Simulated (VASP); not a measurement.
A run of VASP 6.6.1 is set up as follows.

The input INCAR:

```
  ALGO = Normal
  EDIFF = 1E-8
  ENCUT = 520
  GGA = PS
  ISIF = 2
  ISMEAR = -1
  LASPH = T
  LCHARG = F
  LEFG = T
  LREAL = F
  LWAVE = F
  NBANDS = 28
  NELM = 80
  PREC = Accurate
  SIGMA = 0.02
```

Contents of KPOINTS:

```
k-points
0
Gamma
  8 8 8
```

POSCAR

```
BaTiO3
1.0
    3.9841000000      0.0000000000      0.0000000000
    0.0000000000      2.8370500000      2.8458000000
    0.0000000000     -2.8370500000      2.8458000000
Ba Ti O
1 1 3
Direct
    0.0000000000      0.0067088399      0.0067088399
    0.5000000000      0.5202859281      0.5202859281
    0.0000000000      0.4918037738      0.4918037738
    0.5000000000      0.4932314397      0.9841900185
    0.5000000000      0.9841900185      0.4932314397
```

Potentials or basis: VASP PAW PBE potentials, release 64 (Ba_sv, Ti_sv, O).

Run with:

```bash
$ cat potpaw_PBE.64/Ba_sv/POTCAR potpaw_PBE.64/Ti_sv/POTCAR potpaw_PBE.64/O/POTCAR > POTCAR
$ mpirun -np 1 vasp_std > vasp.out
```

**Question.** What does it give for the band gap on the k mesh?

**Answer.** 2.08 eV (least direct gap 2.44 eV).

**Question.** Estimate the pressure.

**Answer.** -0.4 GPa.

**Question.** What does it give for the largest force?

**Answer.** 0.022 eV/Å.

Stress tensor (GPa, compression positive):
```
-1.29  0.00  0.00
 0.00 -0.08  0.00
 0.00  0.00  0.11
```

Caveat: without QUAD_EFG the Cq values of the log hold for a quadrupole moment of 1 mb, not for the nuclei; the PAW data sets were made with another functional, which shifts forces and pressure a little; spin-orbit coupling is left out, which moves the levels of the heavy elements. A k mesh can miss the band edges.
